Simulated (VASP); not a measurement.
Input of a VASP 6.6.1 run:

Contents of INCAR:

```
SYSTEM = PbI2
  PREC = Accurate
  ENCUT = 500
  EDIFF = 1E-6
  ISMEAR = 0
  SIGMA = 0.01
  LREAL = .False.
  LASPH = .True.
  NELM = 120
  ALGO = Normal
  ISIF = 2
  LWAVE = .False.
  LCHARG = .True.
  GGA = PS
  LELF = .True.
  LVHAR = .True.
  NBANDS = 21
  GGA_COMPAT = .False.
```

Contents of KPOINTS:

```
Automatic mesh
0
Gamma
  8 8 1
  0 0 0
```

POSCAR

```
PbI2
1.0
    4.5640816926      0.0000000000      0.0000000000
   -2.2820408463      3.9526106907      0.0000000000
    0.0000000000      0.0000000000      7.0475121411
Pb I
1 2
Direct
    0.0000000000      0.0000000000      0.0000000000
    0.3333333333      0.6666666667      0.2667068022
    0.6666666667      0.3333333333      0.7332931978
```

Potentials or basis: VASP PAW PBE potentials, release 64 (Pb_d, I).

Launch:

```console
$ cat potpaw_PBE.64/Pb_d/POTCAR potpaw_PBE.64/I/POTCAR > POTCAR
$ mpirun -np 1 vasp_std > vasp.out
```

(1) What does it give for the largest force?

(2) What does it give for the band gap on the k mesh?

(3) Estimate the pressure.

Results:

(1) 0.027 eV/Å.

(2) 2.61 eV (least direct gap 2.99 eV).

(3) -0.9 GPa.

Caveat: the k points lie up to 0.89 Å⁻¹ apart; the PAW data sets were made with another functional, which shifts forces and pressure a little; spin-orbit coupling is left out, which moves the levels of the heavy elements; an odd mesh through Γ misses points on the zone boundary, where band edges can lie; this functional lacks dispersion, which binds the layers, so the pressure and a relaxed spacing across them are unreliable.
